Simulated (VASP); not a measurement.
# MgPtS3 (Pm) in VASP: single point with PBE

Aim: the single point of MgPtS3 with PBE.

Everything below comes from runs of VASP 6.6.1. Logs are shortened: lines on timing, memory, paths and dates and some standing lists are left out, and cuts for length are marked.

## 1. The cell of the first run

It takes space group Pm (No. 6, monoclinic). The conventional cell has a = 3.875 Å, b = 4.548 Å, c = 6.733 Å, α = 90.00°, β = 93.17°, γ = 90.00°. Mg (site symmetry m) has 6 S at 2.78 to 2.84 Å and 4 Pt at 2.98 to 3.06 Å within 3.7 Å. Within 3.0 Å of Pt (site symmetry m) lie 4 S at 2.25 to 2.52 Å and 2 Mg at 2.98 Å. Within 2.8 Å of S (site symmetry 1) lie 2 S at 2.10 to 2.45 Å and 1 Pt at 2.52 Å. S (site symmetry m) has 2 Pt at 2.25 to 2.27 Å and 2 Mg at 2.78 Å within 3.0 Å.

## 2. Single point, PBE

File INCAR:

```
PREC = Accurate
ENCUT = 600
EDIFF = 1E-6
ISMEAR = 0
SIGMA = 0.15
LREAL = False
LASPH = True
NELM = 120
ALGO = Normal
ISIF = 2
LWAVE = False
LCHARG = False
GGA = PE
NBANDS = 23
GGA_COMPAT = False
```

File KPOINTS:

```
Automatic mesh
0
Gamma
  3 3 2
```

File POSCAR:

```
MgPtS3
1.0
    3.8669224760      0.0000000000      0.2462515086
    0.0000000000      4.5482214498      0.0000000000
   -0.7992970276      0.0000000000      6.6849267263
Mg Pt S
1 1 3
Direct
    1.0287729114      0.0000000000      0.8527887562
    0.5196475095      0.5000000000      0.9167411221
    0.5089791563      0.2306175049      0.5887333417
    0.5089791563      0.7693824951      0.5887333417
    0.0380516865      0.5000000000      1.0897705884
```

Potentials or basis: VASP PAW PBE potentials, release 64 (Mg, Pt, S).

Run with:

```sh
$ cat potpaw_PBE.64/Mg/POTCAR potpaw_PBE.64/Pt/POTCAR potpaw_PBE.64/S/POTCAR > POTCAR
$ mpirun -np 1 vasp_std > vasp.out
```

OUTCAR:

```text
PREC = Accurate
   ENCUT = 600
   EDIFF = 1E-6
   ISMEAR = 0
   LREAL = False
   LASPH = True
   NELM = 120
   ISIF = 2
   GGA = PE

 ion  position               nearest neighbor table
   1  0.029  0.000  0.853-   5 2.78   5 2.78   3 2.81   4 2.81   3 2.84   4 2.84   2 2.98   2 2.98
                             2 3.06   2 3.06
   2  0.520  0.500  0.917-   5 2.25   5 2.27   4 2.52   3 2.52   1 2.98   1 2.98   1 3.06   1 3.06

   3  0.509  0.231  0.589-   4 2.10   4 2.45   2 2.52   1 2.81   1 2.84
   4  0.509  0.769  0.589-   3 2.10   3 2.45   2 2.52   1 2.81   1 2.84
   5  0.038  0.500  0.090-   2 2.25   2 2.27   1 2.78   1 2.78

  LATTYP: Found a simple monoclinic cell.
 ALAT       =     3.8747553782
 B/A-ratio  =     1.1738086681
 C/A-ratio  =     1.7375398678
 COS(beta)  =    -0.0553781173

  Lattice vectors:

 A1 = (   3.8669224760,   0.0000000000,   0.2462515086)
 A2 = (   0.0000000000,   4.5482214498,   0.0000000000)
 A3 = (  -0.7992970276,   0.0000000000,   6.6849267263)

Analysis of symmetry for initial positions (statically):
=====================================================================
 Subroutine PRICEL returns:
 Original cell was already a primitive cell.

 Routine SETGRP: Setting up the symmetry group for a
 simple monoclinic supercell.

 Subroutine GETGRP returns: Found  2 space group operations
 (whereof  2 operations were pure point group operations)
 out of a pool of  4 trial point group operations.

The static configuration has the point symmetry C_1h.

Analysis of symmetry for dynamics (positions and initial velocities):
=====================================================================
 Subroutine PRICEL returns:
 Original cell was already a primitive cell.

 Routine SETGRP: Setting up the symmetry group for a
 simple monoclinic supercell.

 Subroutine GETGRP returns: Found  2 space group operations
 (whereof  2 operations were pure point group operations)
 out of a pool of  4 trial point group operations.

The dynamic configuration has the point symmetry C_1h.

 Subroutine INISYM returns: Found  2 space group operations
 (whereof  2 operations are pure point group operations),
 and found     1 'primitive' translations

----------------------------------------------------------------------------------------

                                     Primitive cell

  volume of cell :     118.4672

  direct lattice vectors                    reciprocal lattice vectors
     3.866922476  0.000000000  0.246251509     0.256649398  0.000000000  0.030686814
     0.000000000  4.548221450  0.000000000     0.000000000  0.219866163  0.000000000
    -0.799297028  0.000000000  6.684926726    -0.009454150  0.000000000  0.148459866

  length of vectors
     3.874755378  4.548221450  6.732541947     0.258477454  0.219866163  0.148760589

  position of ions in fractional coordinates (direct lattice)
     0.028772911  0.000000000  0.852788756
     0.519647509  0.500000000  0.916741122
     0.508979156  0.230617505  0.588733342
     0.508979156  0.769382495  0.588733342
     0.038051686  0.500000000  0.089770588

  ion indices of the primitive-cell ions
   primitive index   ion index
                 1           1
                 2           2
                 3           3
                 4           4
                 5           5

----------------------------------------------------------------------------------------

 KPOINTS: Automatic mesh

Automatic generation of k-mesh.
 Grid dimensions read from file:
 generate k-points for:    3    3    2

 Generating k-lattice:

  Cartesian coordinates                     Fractional coordinates (reciprocal lattice)
     0.085549799  0.000000000  0.010228938     0.333333333  0.000000000  0.000000000
     0.000000000  0.073288721  0.000000000     0.000000000  0.333333333  0.000000000
    -0.004727075  0.000000000  0.074229933    -0.000000000  0.000000000  0.500000000

  Length of vectors
     0.086159151  0.073288721  0.074380294

  Shift w.r.t. Gamma in fractional coordinates (k-lattice)
     0.000000000  0.000000000  0.000000000

 Subroutine IBZKPT returns following result:
 ===========================================

 Found      8 irreducible k-points:

 Following reciprocal coordinates:
            Coordinates               Weight
  0.000000  0.000000  0.000000      1.000000
  0.333333  0.000000  0.000000      2.000000
  0.000000  0.333333  0.000000      2.000000
  0.333333  0.333333  0.000000      4.000000
  0.000000  0.000000  0.500000      1.000000
  0.333333  0.000000  0.500000      2.000000
  0.000000  0.333333  0.500000      2.000000
  0.333333  0.333333  0.500000      4.000000
   k-points           NKPTS =      8   k-points in BZ     NKDIM =      8   number of bands    NBANDS=     23
   number of dos      NEDOS =    301   number of ions     NIONS =      5
   total plane-waves  NPLWV =  62208
   dimension x,y,z NGX =    32 NGY =   36 NGZ =   54
   dimension x,y,z NGXF=    64 NGYF=   72 NGZF=  108
   ions per type =               1   1   3
   NGX,Y,Z   is equivalent  to a cutoff of  13.73, 13.16, 13.33 a.u.
   NGXF,Y,Z  is equivalent  to a cutoff of  27.46, 26.32, 26.67 a.u.
 SYSTEM =  unknown system
   PREC   = accura    normal or accurate (medium, high low for compatibility)
   ISTART =      0    job   : 0-new  1-cont  2-samecut
   ICHARG =      2    charge: 1-file 2-atom 10-const
   ISPIN  =      1    spin polarized calculation?
   LNONCOLLINEAR =      F non collinear calculations
   LSORBIT =      F    spin-orbit coupling
   LASPH  =      T    aspherical Exc in radial PAW
   ENCUT  =  600.0 eV  44.10 Ry    6.64 a.u.   7.74  9.08 13.45*2*pi/ulx,y,z
   NELM   =    120;   NELMIN=  2; NELMDL= -5     # of ELM steps
   EDIFF  = 0.1E-05   stopping-criterion for ELM
   LREAL  =      F    real-space projection
   EDIFFG = 0.1E-04   stopping-criterion for IOM
   NSW    =      0    number of steps for IOM
   IBRION =     -1    ionic relax: 0-MD 1-quasi-New 2-CG
   NFREE  =      0    steps in history (QN), initial steepest desc. (CG)
   ISIF   =      2    stress and relaxation
   ISYM   =      2    0-nonsym 1-usesym 2-fastsym
   POTIM  = 0.5000    time-step for ionic-motion
   TEBEG  =    0.0;   TEEND  =   0.0 temperature during run
   PSTRESS=    0.0 pullay stress
   NELECT =      30.0000    total number of electrons
   NUPDOWN=      -1.0000    fix difference up-down
   EMIN   =  10.00;   EMAX   =-10.00  energy-range for DOS
   EFERMI =   0.00;   METHOD = LEGACY
   ISMEAR =     0;   SIGMA  =   0.15  broadening in eV -4-tet -1-fermi 0-gaus
   EFERMI_NEDOS =   21; number of points for ismear=-14 and -15
   IALGO  =     38    algorithm
   IMIX   =      4    mixing-type and parameters
     AMIX     =   0.40;   BMIX     =  1.00
     AMIX_MAG =   1.60;   BMIX_MAG =  1.00
  volume/ion in A,a.u.               =      23.69       159.89
  Fermi-wavevector in a.u.,A,eV,Ry     =   1.035736  1.957258 14.595649  1.072750
  Thomas-Fermi vector in A             =   2.170094
   LORBIT       =      0    0 simple, 1 ext, 2 COOP (PROOUT), +10 PAW based schemes
   GGA     = PE    functional components
   LHFCALC =     F    Hartree Fock is set to
   AEXX    =    0.0000 exact exchange contribution
   IVDW    =     0    specifies the selected vdW correction
   LEPSILON=     F    determine dielectric tensor
   LRPA    =     F    only Hartree local field effects (RPA)
 non-spin polarized calculation
 Gauss-broadening in eV      SIGMA  =   0.15
  energy-cutoff  :      600.00
  volume of cell :      118.47
 maximum number of plane-waves:      3970
 NGX is ok and might be reduce to    32
   NGX = 15   NGY = 19   NGZ = 27

 number of electron      30.0000002 magnetization

 Free energy of the ion-electron system (eV)
  ---------------------------------------------------
  ext. energy  EPLUGINS =         0.00000000
  ---------------------------------------------------
  free energy    TOTEN  =       -21.28894421 eV

  energy without entropy =      -21.28784009  energy(sigma->0) =      -21.28839215

 E-fermi :   3.4705     XC(G=0):  -8.7147

 val. band max:        3.1767987459   @ k =   0.3333   0.3333   0.5000
 cond. band min:       3.7262908749   @ k =   0.0000   0.3333   0.5000
 fundamental gap:      0.5494921290
 Fermi energy:         3.4704775677

 k-point     1 :       0.0000    0.0000    0.0000
  band No.  band energies     occupation
      1     -12.3291      2.00000
      2     -10.1054      2.00000
      3      -6.7284      2.00000
      4      -4.3445      2.00000
      5      -2.6400      2.00000
      6      -2.2641      2.00000
[... 15 lines left out ...]
     22       9.5179      0.00000
     23      10.5467      0.00000

 k-point     2 :       0.3333    0.0000    0.0000
  band No.  band energies     occupation
      1     -12.1735      2.00000
      2      -9.7538      2.00000
      3      -6.5909      2.00000
      4      -4.3076      2.00000
      5      -2.8033      2.00000
      6      -1.9558      2.00000
[... 15 lines left out ...]
     22       9.5062      0.00000
     23      10.3192      0.00000

 k-point     3 :       0.0000    0.3333    0.0000
  band No.  band energies     occupation
      1     -11.7575      2.00000
      2     -10.1068      2.00000
      3      -8.9420      2.00000
      4      -2.2376      2.00000
      5      -2.1913      2.00000
      6      -1.8025      2.00000
[... 15 lines left out ...]
     22       9.7070      0.00000
     23      10.4380      0.00000

 k-point     4 :       0.3333    0.3333    0.0000
  band No.  band energies     occupation
      1     -11.6086      2.00000
      2      -9.7240      2.00000
      3      -8.8504      2.00000
      4      -2.6483      2.00000
      5      -1.9998      2.00000
      6      -1.7961      2.00000
[... 15 lines left out ...]
     22      10.0711      0.00000
     23      10.9759      0.00000

 k-point     5 :       0.0000    0.0000    0.5000
  band No.  band energies     occupation
      1     -12.3167      2.00000
      2     -10.1324      2.00000
      3      -6.7307      2.00000
      4      -4.3459      2.00000
      5      -2.3933      2.00000
      6      -2.2737      2.00000
[... 15 lines left out ...]
     22       9.2869      0.00000
     23       9.8610      0.00000

 k-point     6 :       0.3333    0.0000    0.5000
  band No.  band energies     occupation
      1     -12.1682      2.00000
      2      -9.7608      2.00000
      3      -6.5932      2.00000
      4      -4.2992      2.00000
      5      -2.9286      2.00000
      6      -2.0571      2.00000
[... 15 lines left out ...]
     22       9.4777      0.00000
     23      10.2505      0.00000

 k-point     7 :       0.0000    0.3333    0.5000
  band No.  band energies     occupation
      1     -11.7489      2.00000
      2     -10.0983      2.00000
      3      -8.9771      2.00000
      4      -2.2481      2.00000
      5      -2.1182      2.00000
      6      -1.8377      2.00000
[... 15 lines left out ...]
     22       9.6363      0.00000
     23      10.6299      0.00000

 k-point     8 :       0.3333    0.3333    0.5000
  band No.  band energies     occupation
      1     -11.6055      2.00000
      2      -9.7182      2.00000
      3      -8.8591      2.00000
      4      -2.7419      2.00000
      5      -1.9674      2.00000
      6      -1.7865      2.00000
[... 15 lines left out ...]
     22       9.9938      0.00000
     23      10.7715      0.00000

------------------------ aborting loop because EDIFF is reached ----------------------------------------

  FORCE on cell =-STRESS in cart. coord.  units (eV):
  Direction    XX          YY          ZZ          XY          YZ          ZX
  --------------------------------------------------------------------------------------
  -------------------------------------------------------------------------------------
  Total        0.0311936     -0.2385039      0.0383516      0.0000000      0.0000000      0.0510099
  in kB        0.4218691     -3.2255821      0.5186755      0.0000000      0.0000000      0.6898696
  external PRESSURE =      -0.7616792 kB  Pullay stress =       0.0000000 kB

 VOLUME and BASIS-vectors are now :
 -----------------------------------------------------------------------------
  energy-cutoff  :      600.00
  volume of cell :      118.47
      direct lattice vectors                 reciprocal lattice vectors
     3.866922476  0.000000000  0.246251509     0.256649398  0.000000000  0.030686814
     0.000000000  4.548221450  0.000000000     0.000000000  0.219866163  0.000000000
    -0.799297028  0.000000000  6.684926726    -0.009454150  0.000000000  0.148459866

 POSITION                                       TOTAL-FORCE (eV/Angst)
 -----------------------------------------------------------------------------------
     -0.57037      0.00000      5.70792        -0.027623      0.000000     -0.041410
      1.27669      2.27411      6.25631         0.041164      0.000000     -0.033306
      1.49761      1.04890      4.06098        -0.002200     -0.125933      0.049284
      1.49761      3.49932      4.06098        -0.002200      0.125933      0.049284
      0.07539      2.27411      0.60948        -0.009142      0.000000     -0.023853
 -----------------------------------------------------------------------------------
    total drift:                               -0.000092     -0.000000     -0.000362

  FREE ENERGIE OF THE ION-ELECTRON SYSTEM (eV)
  ---------------------------------------------------
  free  energy   TOTEN  =       -21.2889442145 eV

  energy  without entropy=      -21.2878400936  energy(sigma->0) =      -21.28839215
```

It took 25 s on 1 thread of AMD EPYC 9R45 (Zen 5), shared host; peak memory 0.22 GiB.

What came out:

| Item | Value |
| --- | --- |
| Free energy | -21.2889 eV |
| Pressure | -0.1 GPa |
| Largest force | 0.135 eV/Å |
| Band gap on the k mesh | zero (band 15 reaches 4.34 eV, above the bottom of band 16 at 3.06 eV) |

Forces on the atoms (eV/Å):
```
Mg  -0.028  0.000 -0.041
Pt   0.041  0.000 -0.033
S   -0.002 -0.126  0.049
S   -0.002  0.126  0.049
S   -0.009  0.000 -0.024
```

Levels at points of the mesh, in eV from the Fermi level:
| k point | band 11 | band 12 | band 13 | band 14 | band 15 | band 16 | band 17 | band 18 |
| --- | --- | --- | --- | --- | --- | --- | --- | --- |
| (0.00, 0.00, 0.00) | -3.16 | -2.62 | -0.29 | 0.45 | 0.87 | 0.88 | 1.61 | 3.84 |
| (0.00, 0.00, 0.50) | -3.11 | -2.80 | -0.42 | 0.44 | 0.77 | 1.02 | 2.37 | 3.34 |

Caveat: the k points lie up to 0.54 Å⁻¹ apart; spin-orbit coupling is left out, which moves the levels of the heavy elements.
